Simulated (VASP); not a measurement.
Crystal: Na2Al2O.

```
Na Al O
1.0
     2.62400   -2.80051    0.00000
     2.62400    2.80051    0.00000
     0.00000    0.00000    6.29623
Na Al O
2 2 1
Cartesian
  1.3120 1.4003 3.1481
  1.3120 -1.4003 3.1481
  2.6240 0.0000 1.0867
  2.6240 0.0000 5.2095
  0.0000 0.0000 3.1481
```

```yaml
Program: VASP 6.6.1
Task: relaxation of cell and atoms
Functional: PBE
Potentials_or_basis: VASP PAW PBE potentials, release 64 (Na_pv, Al, O)
Cutoff: 600 eV
k_mesh: 4 × 4 × 4
Occupations: gaussian, width 0.1 eV
Spin: no spin polarisation
```

At the start: pressure 22.6 GPa; volume 18.51 Å³/atom.

Q: How do energy, volume and symmetry change on relaxing?

A: Over 11 steps the energy falls by 512.2 meV/atom and the volume is 28.75 Å³/atom (+55.3 %); space group Cmmm (No. 65, to 0.05 Å).

Step by step:
| step | energy change (eV) | largest force (eV/Å) | pressure (GPa) | volume (Å³) |
| --- | --- | --- | --- | --- |
| 1 | 0.0000 | 2.5345 | 22.63 | 92.54 |
| 2 | -2.3898 | 0.6760 | 1.58 | 132.12 |
| 3 | -2.4014 | 0.7209 | 1.03 | 134.88 |
| 4 | -2.3954 | 0.7875 | 0.01 | 140.52 |
| 5 | -2.4032 | 0.7536 | 0.56 | 137.31 |
| 6 | -2.4565 | 0.5602 | 0.14 | 139.92 |
| 7 | -2.4991 | 0.0795 | -0.57 | 145.53 |
| 8 | -2.5317 | 0.0341 | -0.25 | 144.18 |
| 9 | -2.5508 | 0.1984 | 0.30 | 142.24 |
| 10 | -2.5611 | 0.0514 | 0.03 | 143.87 |
| 11 | -2.5612 | 0.0336 | 0.04 | 143.74 |

Final structure:
```
Na Al O
1.0
     2.98705   -3.09053    0.00000
     2.98705    3.09053    0.00000
     0.00000    0.00000    7.78537
Na Al O
2 2 1
Direct
  0.00000 0.50000 0.50000
  0.50000 0.00000 0.50000
  0.50000 0.50000 0.17053
  0.50000 0.50000 0.82947
  0.00000 0.00000 0.50000
```

Caveat: the k points lie up to 0.37 Å⁻¹ apart in the final cell; the volume moved by over 15 % at a fixed basis, so the end points are rough.
